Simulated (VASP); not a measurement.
W, 2 atoms in the cell. Symmetry: Im-3m, No. 229, cubic system. The conventional cell has a = 3.156 Å, b = 3.156 Å, c = 3.156 Å, α = 90.00°, β = 90.00°, γ = 90.00°. Within 3.6 Å of W (site symmetry m-3m) lie 14 W at 2.73 to 3.16 Å. 

```yaml
Program: VASP 6.6.1
Task: single point
Functional: PBEsol
Potentials_or_basis: VASP PAW PBE potentials, release 64 (W_sv)
Cutoff: 500 eV
k_mesh: 7 × 7 × 7
Occupations: fermi-dirac, width 0.1 eV
Spin: no spin polarisation
Dipole_correction: no
Further_INCAR_settings: ALGO = Normal; EDIFF = 1e-06; NBANDS = 21
```

Potentials or basis: VASP PAW PBE potentials, release 64 (W_sv).

The run is started by

```console
$ cat potpaw_PBE.64/W_sv/POTCAR > POTCAR
$ mpirun -np 1 vasp_std > vasp.out
```

Hardware: 1 thread of Intel(R) Xeon(R) Platinum 8488C (Sapphire Rapids), with other jobs on the host.

Problem. How long does it take, and how much memory?

Solution. Wall time 7.8 s on 1 thread of Intel(R) Xeon(R) Platinum 8488C (Sapphire Rapids), on a shared host, peak memory 0.14 GiB. Counts: scf iterations 11, k points 20.
